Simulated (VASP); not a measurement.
A run of VASP 6.6.1 is set up as follows.

The input INCAR:

```
PREC = Accurate
ENCUT = 520
EDIFF = 1E-7
ISMEAR = 0
SIGMA = 0.01
LREAL = Auto
LASPH = T
NELM = 80
ALGO = Normal
ISIF = 2
LWAVE = F
LCHARG = F
GGA = PE
NBANDS = 86
```

KPOINTS

```
Automatic mesh
0
Gamma
  2 2 2
  0.5 0.5 0.5
```

File POSCAR:

```
MgO
1.0
    4.2535896556     -4.2535896556      4.2535896556
   -4.2535896556     -4.2535896556     -4.2535896556
    4.2535896556      4.2535896556     -4.2535896556
Mg O
16 16
Direct
    0.2500000000      0.2500000000      0.5000000000
    0.5000000000      0.2500000000      0.2500000000
    0.5000000000      0.0000000000      0.5000000000
    0.7500000000      0.2500000000      0.0000000000
    0.7500000000      0.0000000000      0.2500000000
    0.7500000000      0.7500000000      0.5000000000
    0.0000000000      0.2500000000      0.7500000000
    0.0000000000      1.0000000000      0.0000000000
    0.0000000000      0.7500000000      0.2500000000
    0.0000000000      0.5000000000      0.5000000000
    0.2500000000      0.0000000000      0.7500000000
    0.2500000000      0.7500000000      0.0000000000
    0.2500000000      0.5000000000      0.2500000000
    0.5000000000      0.7500000000      0.7500000000
    0.5000000000      0.5000000000      0.0000000000
    0.7500000000      0.5000000000      0.7500000000
    0.5000000000      0.2500000000      0.7500000000
    0.7500000000      0.2500000000      0.5000000000
    0.7500000000      0.0000000000      0.7500000000
    0.0000000000      0.2500000000      0.2500000000
    0.0000000000      0.0000000000      0.5000000000
    0.0000000000      0.7500000000      0.7500000000
    0.2500000000      0.2500000000      0.0000000000
    0.2500000000      0.0000000000      0.2500000000
    0.2500000000      0.7500000000      0.5000000000
    0.2500000000      0.5000000000      0.7500000000
    0.5000000000      0.0000000000      0.0000000000
    0.5000000000      0.7500000000      0.2500000000
    0.5000000000      0.5000000000      0.5000000000
    0.7500000000      0.7500000000      0.0000000000
    0.7500000000      0.5000000000      0.2500000000
    0.0000000000      0.5000000000      0.0000000000
```

Potentials or basis: VASP PAW PBE potentials, release 64 (Mg, O).

Command:

```sh
$ cat potpaw_PBE.64/Mg/POTCAR potpaw_PBE.64/O/POTCAR > POTCAR
$ mpirun -np 1 vasp_std > vasp.out
```

**Question.** Predict the pressure.

**Answer.** -0.8 GPa.

**Question.** What does it give for the band gap on the k mesh?

**Answer.** 5.88 eV.

A k mesh can miss the band edges. A hybrid or GW would open this gap; PBE tends to underestimate it.
